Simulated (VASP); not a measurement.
# BP (F-43m) in VASP: notebook

Runs on BP. Level: LDA. Tasks: relaxation of cell and atoms.

All numbers are computed with VASP 6.6.1; they aren't measurements. Logs are shortened: lines on timing, memory, paths and dates and some standing lists are left out, and cuts for length are marked.

## 1. The cell of the first run

Symmetry: F-43m, No. 216, cubic system. Conventional cell: a = 4.491 Å, b = 4.491 Å, c = 4.491 Å, α = 90.00°, β = 90.00°, γ = 90.00°. Within 2.6 Å of B (site symmetry -43m) lie 4 P at 1.94 Å. Within 2.6 Å of P (site symmetry -43m) lie 4 B at 1.94 Å.

## 2. Relaxation of cell and atoms, LDA, target pressure 2 GPa, at which the enthalpy is minimised

File INCAR:

```
PREC = Accurate ; ENCUT = 600
EDIFF = 1E-7 ; ISMEAR = 0
SIGMA = 0.01 ; LREAL = F
LASPH = T ; NELM = 100
ALGO = Normal ; ISIF = 3
LWAVE = F ; LCHARG = F
GGA = CA ; IBRION = 2
NSW = 100 ; EDIFFG = -0.002
PSTRESS = 20.0
```

File KPOINTS:

```
regular mesh
0
Gamma
  8 8 8
```

File POSCAR:

```
BP
1.0
    2.2453823381      2.2453823381      0.0000000000
   -2.2453823381      2.2453823381      0.0000000000
    0.0000000000      2.2453823381      2.2453823381
B P
1 1
Direct
    0.0000000000      0.0000000000      0.0000000000
    0.7500000000      0.2500000000      0.5000000000
```

Potentials or basis: VASP PAW LDA potentials, release 64 (B, P).

On the command line:

```
$ cat potpaw_LDA.64/B/POTCAR potpaw_LDA.64/P/POTCAR > POTCAR
$ mpirun -np 1 vasp_std > vasp.out
```

OUTCAR:

```text
PREC = Accurate
   ENCUT = 600
   EDIFF = 1E-7
   ISMEAR = 0
   LREAL = F
   LASPH = T
   NELM = 100
   ISIF = 3
   GGA = CA
   IBRION = 2
   NSW = 100
   EDIFFG = -0.002
   PSTRESS = 20.0

 ion  position               nearest neighbor table
   1  0.000  0.000  0.000-   2 1.94   2 1.94   2 1.94   2 1.94
   2  0.750  0.250  0.500-   1 1.94   1 1.94   1 1.94   1 1.94

  LATTYP: Found a face centered cubic cell.
 ALAT       =     4.4907646762

  Lattice vectors:

 A1 = (   0.0000000000,   2.2453823381,   2.2453823381)
 A2 = (   2.2453823381,   0.0000000000,   2.2453823381)
 A3 = (   2.2453823381,   2.2453823381,   0.0000000000)

Analysis of symmetry for initial positions (statically):
=====================================================================
 Subroutine PRICEL returns:
 Original cell was already a primitive cell.

 Routine SETGRP: Setting up the symmetry group for a
 face centered cubic supercell.

 Subroutine GETGRP returns: Found 24 space group operations
 (whereof 24 operations were pure point group operations)
 out of a pool of 48 trial point group operations.

The static configuration has the point symmetry T_d .

Analysis of symmetry for dynamics (positions and initial velocities):
=====================================================================
 Subroutine PRICEL returns:
 Original cell was already a primitive cell.

 Routine SETGRP: Setting up the symmetry group for a
 face centered cubic supercell.

 Subroutine GETGRP returns: Found 24 space group operations
 (whereof 24 operations were pure point group operations)
 out of a pool of 48 trial point group operations.

The dynamic configuration has the point symmetry T_d .

 Subroutine INISYM returns: Found 24 space group operations
 (whereof 24 operations are pure point group operations),
 and found     1 'primitive' translations

----------------------------------------------------------------------------------------

                                     Primitive cell

  volume of cell :      22.6413

  direct lattice vectors                    reciprocal lattice vectors
     2.245382338  2.245382338  0.000000000     0.222679226  0.222679226 -0.222679226
    -2.245382338  2.245382338  0.000000000    -0.222679226  0.222679226 -0.222679226
     0.000000000  2.245382338  2.245382338     0.000000000  0.000000000  0.445358451

  length of vectors
     3.175450155  3.175450155  3.175450155     0.385691732  0.385691732  0.445358451

  position of ions in fractional coordinates (direct lattice)
     0.000000000  0.000000000  0.000000000
     0.750000000  0.250000000  0.500000000

  ion indices of the primitive-cell ions
   primitive index   ion index
                 1           1
                 2           2

----------------------------------------------------------------------------------------

 KPOINTS: regular mesh

Automatic generation of k-mesh.
 Grid dimensions read from file:
 generate k-points for:    8    8    8

 Generating k-lattice:

  Cartesian coordinates                     Fractional coordinates (reciprocal lattice)
     0.027834903  0.027834903 -0.027834903     0.125000000  0.000000000  0.000000000
    -0.027834903  0.027834903 -0.027834903     0.000000000  0.125000000  0.000000000
     0.000000000  0.000000000  0.055669806     0.000000000  0.000000000  0.125000000

  Length of vectors
     0.048211467  0.048211467  0.055669806

  Shift w.r.t. Gamma in fractional coordinates (k-lattice)
     0.000000000  0.000000000  0.000000000

 Subroutine IBZKPT returns following result:
 ===========================================

 Found     29 irreducible k-points:

 Following reciprocal coordinates:
            Coordinates               Weight
  0.000000  0.000000  0.000000      1.000000
  0.125000  0.000000  0.000000      8.000000
  0.250000  0.000000  0.000000      8.000000
  0.375000  0.000000  0.000000      8.000000
  0.500000  0.000000  0.000000      4.000000
  0.125000  0.125000  0.000000     12.000000
[... 16 lines left out ...]
  0.375000  0.250000  0.125000     48.000000
  0.500000  0.250000  0.125000     24.000000
 [... further k-points ...]
   k-points           NKPTS =     29   k-points in BZ     NKDIM =     29   number of bands    NBANDS=      8
   number of dos      NEDOS =    301   number of ions     NIONS =      2
   total plane-waves  NPLWV =  21952
   dimension x,y,z NGX =    28 NGY =   28 NGZ =   28
   dimension x,y,z NGXF=    56 NGYF=   56 NGZF=   56
   ions per type =               1   1
   NGX,Y,Z   is equivalent  to a cutoff of  14.66, 14.66, 14.66 a.u.
   NGXF,Y,Z  is equivalent  to a cutoff of  29.32, 29.32, 29.32 a.u.
 SYSTEM =  unknown system
   PREC   = accura    normal or accurate (medium, high low for compatibility)
   ISTART =      0    job   : 0-new  1-cont  2-samecut
   ICHARG =      2    charge: 1-file 2-atom 10-const
   ISPIN  =      1    spin polarized calculation?
   LNONCOLLINEAR =      F non collinear calculations
   LSORBIT =      F    spin-orbit coupling
   LASPH  =      T    aspherical Exc in radial PAW
   ENCUT  =  600.0 eV  44.10 Ry    6.64 a.u.   6.34  6.34  6.34*2*pi/ulx,y,z
   NELM   =    100;   NELMIN=  2; NELMDL= -5     # of ELM steps
   EDIFF  = 0.1E-06   stopping-criterion for ELM
   LREAL  =      F    real-space projection
   EDIFFG = -.2E-02   stopping-criterion for IOM
   NSW    =    100    number of steps for IOM
   IBRION =      2    ionic relax: 0-MD 1-quasi-New 2-CG
   NFREE  =      1    steps in history (QN), initial steepest desc. (CG)
   ISIF   =      3    stress and relaxation
   ISYM   =      2    0-nonsym 1-usesym 2-fastsym
   POTIM  = 0.5000    time-step for ionic-motion
   TEBEG  =    0.0;   TEEND  =   0.0 temperature during run
   PSTRESS=   20.0 pullay stress
   NELECT =       8.0000    total number of electrons
   NUPDOWN=      -1.0000    fix difference up-down
   EMIN   =  10.00;   EMAX   =-10.00  energy-range for DOS
   EFERMI =   0.00;   METHOD = LEGACY
   ISMEAR =     0;   SIGMA  =   0.01  broadening in eV -4-tet -1-fermi 0-gaus
   EFERMI_NEDOS =   21; number of points for ismear=-14 and -15
   IALGO  =     38    algorithm
   IMIX   =      4    mixing-type and parameters
     AMIX     =   0.40;   BMIX     =  1.00
     AMIX_MAG =   1.60;   BMIX_MAG =  1.00
  volume/ion in A,a.u.               =      11.32        76.40
  Fermi-wavevector in a.u.,A,eV,Ry     =   1.157367  2.187107 18.224990  1.339499
  Thomas-Fermi vector in A             =   2.293979
   LORBIT       =      0    0 simple, 1 ext, 2 COOP (PROOUT), +10 PAW based schemes
   GGA     = CA    functional components
   LHFCALC =     F    Hartree Fock is set to
   AEXX    =    0.0000 exact exchange contribution
   IVDW    =     0    specifies the selected vdW correction
   LEPSILON=     F    determine dielectric tensor
   LRPA    =     F    only Hartree local field effects (RPA)
 conjugate gradient relaxation of ions
 non-spin polarized calculation
 Gauss-broadening in eV      SIGMA  =   0.01
  energy-cutoff  :      600.00
  volume of cell :       22.64
 maximum number of plane-waves:       775
 NGX is ok and might be reduce to    28
   NGX = 13   NGY = 13   NGZ = 13

--------------------------------------- Ionic step        1  -------------------------------------------

 number of electron       8.0000001 magnetization

 Free energy of the ion-electron system (eV)
  ---------------------------------------------------
  ext. energy  EPLUGINS =         0.00000000
  ---------------------------------------------------
  free energy    TOTEN  =       -14.39905899 eV

  energy without entropy =      -14.39905899  energy(sigma->0) =      -14.39905899

------------------------ aborting loop because EDIFF is reached ----------------------------------------

  FORCE on cell =-STRESS in cart. coord.  units (eV):
  Direction    XX          YY          ZZ          XY          YZ          ZX
  --------------------------------------------------------------------------------------
  -------------------------------------------------------------------------------------
  Total       -0.0174646     -0.0174646     -0.0174646     -0.0000000      0.0000000     -0.0000000
  in kB       -1.2358564     -1.2358564     -1.2358564     -0.0000000      0.0000000     -0.0000000
  external PRESSURE =     -21.2358564 kB  Pullay stress =      20.0000000 kB
[... 61 lines left out ...]
  enthalpy is  TOTEN    =       -14.1169377225 eV   P V=        0.2765379997

--------------------------------------- Ionic step        3  -------------------------------------------

 number of electron       8.0000000 magnetization

 Free energy of the ion-electron system (eV)
  ---------------------------------------------------
  ext. energy  EPLUGINS =         0.00000000
  ---------------------------------------------------
  free energy    TOTEN  =       -14.39751708 eV

  energy without entropy =      -14.39751708  energy(sigma->0) =      -14.39751708

 E-fermi :   8.0270     XC(G=0): -11.2669

 val. band max:        7.9295258286   @ k =   0.0000   0.0000   0.0000
 cond. band min:       9.1018957205   @ k =  -0.3750   0.3750   0.0000
 fundamental gap:      1.1723698918
 Fermi energy:         8.0269898463

 k-point     1 :       0.0000    0.0000    0.0000
  band No.  band energies     occupation
      1      -7.8463      2.00000
      2       7.9295      2.00000
      3       7.9295      2.00000
      4       7.9295      2.00000
      5      11.3779      0.00000
      6      11.3779      0.00000
      7      11.3779      0.00000
      8      15.9662      0.00000
[... 243 lines left out ...]
 k-point    24 :       0.5000    0.2500    0.1250
  band No.  band energies     occupation
      1      -3.6667      2.00000
      2      -0.7519      2.00000
      3       3.2944      2.00000
      4       4.6880      2.00000
      5      12.0514      0.00000
      6      13.2565      0.00000
      7      16.4667      0.00000
      8      17.8859      0.00000

 [... further k-points ...]
[... 5 lines left out ...]
  --------------------------------------------------------------------------------------
  -------------------------------------------------------------------------------------
  Total        0.2787097      0.2787097      0.2787097     -0.0000000     -0.0000000      0.0000000
  in kB       19.9572092     19.9572092     19.9572092     -0.0000000     -0.0000000      0.0000000
  external PRESSURE =      -0.0427908 kB  Pullay stress =      20.0000000 kB
[... 17 lines left out ...]
  FREE ENERGIE OF THE ION-ELECTRON SYSTEM (eV)
  ---------------------------------------------------
  free  energy   TOTEN  =       -14.3975170792 eV

  energy  without entropy=      -14.3975170792  energy(sigma->0) =      -14.39751708

  enthalpy is  TOTEN    =       -14.1182097614 eV   P V=        0.2793073178

 reached required accuracy - stopping structural energy minimisation
```

Wall time 13 s (1 thread of Intel Xeon Platinum 8259CL at 2.50GHz (Skylake/Cascade Lake), shared host); peak memory 0.13 GiB.

Results:

| Quantity | Value |
| --- | --- |
| Free energy | -14.3975 eV |
| Relaxed volume | 11.19 Å³/atom |
| Relaxed cell | a = 3.163 Å, b = 3.163 Å, c = 3.163 Å, α = 60.00°, β = 60.00°, γ = 90.00° |
| Space group after relaxing (to 0.05 Å) | F-43m (No. 216) |
| Energy change on relaxing (the enthalpy is what falls) | +0.8 meV/atom |
| Ionic steps | 3 |
| Pressure after relaxing | 2.0 GPa |
| Band gap on the k mesh | 1.17 eV, indirect (least direct gap 3.45 eV) |

Step by step:
```csv
step,energy change (eV),largest force (eV/Å),pressure (GPa),volume (Å³)
1,0.0000,0.0000,-0.12,22.64
2,0.0056,0.0000,3.86,22.15
3,0.0015,0.0000,2.00,22.37
```

Final structure:
```
CELL_PARAMETERS angstrom
2.23654 2.23654 0.00000
-2.23654 2.23654 0.00000
0.00000 2.23654 2.23654
ATOMIC_POSITIONS crystal
B 0.00000 0.00000 0.00000
P 0.75000 0.25000 0.50000
```

Levels at points of the mesh, in eV from the valence-band top:
| k point | band 1 | band 2 | band 3 | band 4 | band 5 | band 6 | band 7 | band 8 |
| --- | --- | --- | --- | --- | --- | --- | --- | --- |
| (0.00, 0.00, 0.00) | -15.78 | 0.00 | 0.00 | 0.00 | 3.45 | 3.45 | 3.45 | 8.04 |
| (0.50, 0.00, 0.00) | -12.28 | -9.32 | -1.80 | -1.80 | 4.05 | 4.71 | 4.71 | 10.08 |
| (0.50, 0.50, 0.00) | -10.72 | -8.71 | -4.26 | -4.26 | 1.22 | 1.52 | 12.41 | 12.41 |

Caveat: the cell is relaxed towards a set pressure, so the enthalpy falls and the energy may rise.

## 3. Relaxation of cell and atoms, LDA, target pressure 4 GPa, at which the enthalpy is minimised

File INCAR:

```
  ALGO = Normal
  EDIFF = 1E-7
  EDIFFG = -0.002
  ENCUT = 600
  IBRION = 2
  ISIF = 3
  ISMEAR = 0
  LASPH = True
  LCHARG = False
  LREAL = False
  LWAVE = False
  NELM = 80
  NSW = 100
  PREC = Accurate
  PSTRESS = 40.0
  SIGMA = 0.01
```

File KPOINTS:

```
k-points
0
Gamma
  8 8 8
```

POSCAR is that of step 2.

Potentials or basis: VASP PAW LDA potentials, release 64 (B, P).

On the command line:

```
$ cat potpaw_LDA.64/B/POTCAR potpaw_LDA.64/P/POTCAR > POTCAR
$ mpirun -np 1 vasp_std > vasp.out
```

It took 8.3 s on 1 thread of Intel Xeon 6975P-C (Granite Rapids), shared host; peak memory 0.13 GiB.

It converged, with:

```yaml
Free_energy: -14.3931 eV
Relaxed_volume: 11.07 Å³/atom
Relaxed_cell: a = 3.152 Å, b = 3.152 Å, c = 3.152 Å, α = 60.00°, β = 60.00°, γ = 90.00°
Space_group_after_relaxing_to_0.05_Å: F-43m (No. 216)
Energy_change_on_relaxing_the_enthalpy_is_what_falls: +3.0 meV/atom
Ionic_steps: 3
Pressure_after_relaxing: 4.0 GPa
Band_gap_on_the_k_mesh: 1.16 eV, indirect (least direct gap 3.47 eV)
```

Step by step:
```
step  energy change (eV)  largest force (eV/Å)  pressure (GPa)  volume (Å³)
   1              0.0000                0.0000           -0.12        22.64
   2              0.0222                0.0000            7.93        21.70
   3              0.0060                0.0000            3.99        22.14
```

Final structure:
```
B P
1.0
     2.22861    2.22861    0.00000
    -2.22861    2.22861    0.00000
     0.00000    2.22861    2.22861
B P
1 1
Direct
  0.00000 0.00000 0.00000
  0.75000 0.25000 0.50000
```

Levels at points of the mesh, in eV from the valence-band top:
| k point | band 1 | band 2 | band 3 | band 4 | band 5 | band 6 | band 7 | band 8 |
| --- | --- | --- | --- | --- | --- | --- | --- | --- |
| (0.00, 0.00, 0.00) | -15.87 | 0.00 | 0.00 | 0.00 | 3.47 | 3.47 | 3.47 | 8.20 |
| (0.50, 0.00, 0.00) | -12.33 | -9.40 | -1.81 | -1.81 | 4.11 | 4.72 | 4.72 | 10.12 |
| (0.50, 0.50, 0.00) | -10.76 | -8.76 | -4.30 | -4.30 | 1.20 | 1.51 | 12.51 | 12.51 |

Caveat: the cell is relaxed towards a set pressure, so the enthalpy falls and the energy may rise. Zero-point motion and thermal expansion aren't in these numbers.

## 4. Relaxation of cell and atoms, LDA, target pressure 7 GPa, at which the enthalpy is minimised

File INCAR:

```
SYSTEM = BP
  ALGO = Normal
  EDIFF = 1E-6
  EDIFFG = -0.002
  ENCUT = 600
  IBRION = 2
  ISIF = 3
  ISMEAR = 0
  LASPH = .TRUE.
  LCHARG = .FALSE.
  LREAL = .FALSE.
  LWAVE = .FALSE.
  NELM = 80
  NSW = 100
  PREC = Accurate
  PSTRESS = 70.0
  SIGMA = 0.01
```

File KPOINTS:

```
k-points
0
G
  8 8 8
  0 0 0
```

POSCAR is that of step 3.

Potentials or basis: VASP PAW LDA potentials, release 64 (B, P).

On the command line:

```
$ cat potpaw_LDA.64/B/POTCAR potpaw_LDA.64/P/POTCAR > POTCAR
$ mpirun -np 1 vasp_std > vasp.out
```

OUTCAR:

```text
SYSTEM = BP
   EDIFF = 1E-6
   EDIFFG = -0.002
   ENCUT = 600
   IBRION = 2
   ISIF = 3
   ISMEAR = 0
   LASPH = .TRUE.
   LREAL = .FALSE.
   NELM = 80
   NSW = 100
   PREC = Accurate
   PSTRESS = 70.0

 ion  position               nearest neighbor table
   1  0.000  0.000  0.000-   2 1.94   2 1.94   2 1.94   2 1.94
   2  0.750  0.250  0.500-   1 1.94   1 1.94   1 1.94   1 1.94

  LATTYP: Found a face centered cubic cell.
 ALAT       =     4.4907646762

  Lattice vectors:

 A1 = (   0.0000000000,   2.2453823381,   2.2453823381)
 A2 = (   2.2453823381,   0.0000000000,   2.2453823381)
 A3 = (   2.2453823381,   2.2453823381,   0.0000000000)

Analysis of symmetry for initial positions (statically):
=====================================================================
 Subroutine PRICEL returns:
 Original cell was already a primitive cell.

 Routine SETGRP: Setting up the symmetry group for a
 face centered cubic supercell.

[... 365 lines left out ...]

  energy without entropy =      -14.38155394  energy(sigma->0) =      -14.38155394

 E-fermi :   8.3733     XC(G=0): -11.3758

 val. band max:        8.2519152773   @ k =   0.0000   0.0000   0.0000
 cond. band min:       9.3971065023   @ k =  -0.3750   0.3750   0.0000
 fundamental gap:      1.1451912250
 Fermi energy:         8.3733477481

 k-point     1 :       0.0000    0.0000    0.0000
  band No.  band energies     occupation
      1      -7.7609      2.00000
      2       8.2519      2.00000
      3       8.2519      2.00000
      4       8.2519      2.00000
      5      11.7468      0.00000
      6      11.7468      0.00000
      7      11.7468      0.00000
      8      16.6991      0.00000
[... 243 lines left out ...]
 k-point    24 :       0.5000    0.2500    0.1250
  band No.  band energies     occupation
      1      -3.4609      2.00000
      2      -0.5981      2.00000
      3       3.5397      2.00000
      4       4.9333      2.00000
      5      12.3754      0.00000
      6      13.6733      0.00000
      7      16.9609      0.00000
      8      18.3775      0.00000

 [... further k-points ...]
[... 5 lines left out ...]
  --------------------------------------------------------------------------------------
  -------------------------------------------------------------------------------------
  Total        0.9517268      0.9517268      0.9517268      0.0000000     -0.0000000      0.0000000
  in kB       69.9467258     69.9467258     69.9467258      0.0000000     -0.0000000      0.0000000
  external PRESSURE =      -0.0532742 kB  Pullay stress =      70.0000000 kB
[... 21 lines left out ...]
  energy  without entropy=      -14.3815539409  energy(sigma->0) =      -14.38155394

  enthalpy is  TOTEN    =       -13.4291023052 eV   P V=        0.9524516356

 reached required accuracy - stopping structural energy minimisation
```

Wall time 12 s (1 thread of Intel Xeon 6975P-C (Granite Rapids), shared host); peak memory 0.13 GiB.

What came out:

| Quantity | Value |
| --- | --- |
| Free energy | -14.3816 eV |
| Relaxed volume | 10.90 Å³/atom |
| Relaxed cell | a = 3.136 Å, b = 3.136 Å, c = 3.136 Å, α = 60.00°, β = 60.00°, γ = 90.00° |
| Space group after relaxing (to 0.05 Å) | F-43m (No. 216) |
| Energy change on relaxing (the enthalpy is what falls) | +8.8 meV/atom |
| Ionic steps | 6 |
| Pressure after relaxing | 7.0 GPa |
| Band gap on the k mesh | 1.15 eV, indirect (least direct gap 3.49 eV) |

The path:
```
step  energy change (eV)  largest force (eV/Å)  pressure (GPa)  volume (Å³)
   1              0.0000                0.0000           -0.12        22.64
   2              0.0690                0.0000           14.70        21.03
   3              0.0173                0.0000            6.96        21.80
   4              0.0180                0.0000            7.11        21.79
   5              0.0171                0.0000            6.92        21.81
   6              0.0175                0.0000            6.99        21.80
```

Final structure:
```
B P
1.0
     2.21722    2.21722    0.00000
    -2.21722    2.21722    0.00000
     0.00000    2.21722    2.21722
B P
1 1
Cartesian
  0.0000 0.0000 0.0000
  1.1086 3.3258 1.1086
```

Caveat: the cell is relaxed towards a set pressure, so the enthalpy falls and the energy may rise. Zero-point motion and thermal expansion aren't in these numbers.

## 5. Overview

| cell | gap on the mesh (eV) | pressure (GPa) |
| --- | --- | --- |
| relaxed to 2 GPa | 1.17 | 2.0 |
| relaxed to 4 GPa | 1.16 | 4.0 |
| relaxed to 7 GPa | 1.15 | 7.0 |

Alike in all rows: task relaxation of cell and atoms; level LDA; potentials or basis VASP PAW LDA potentials, release 64 (B, P); no spin polarisation; k mesh 8 × 8 × 8; cutoff (eV) 600; smearing gaussian 0.01 eV.

Caveats: the cell is relaxed towards a set pressure, so the enthalpy falls and the energy may rise.

Absolute energies hang on the potentials; compare differences alone.
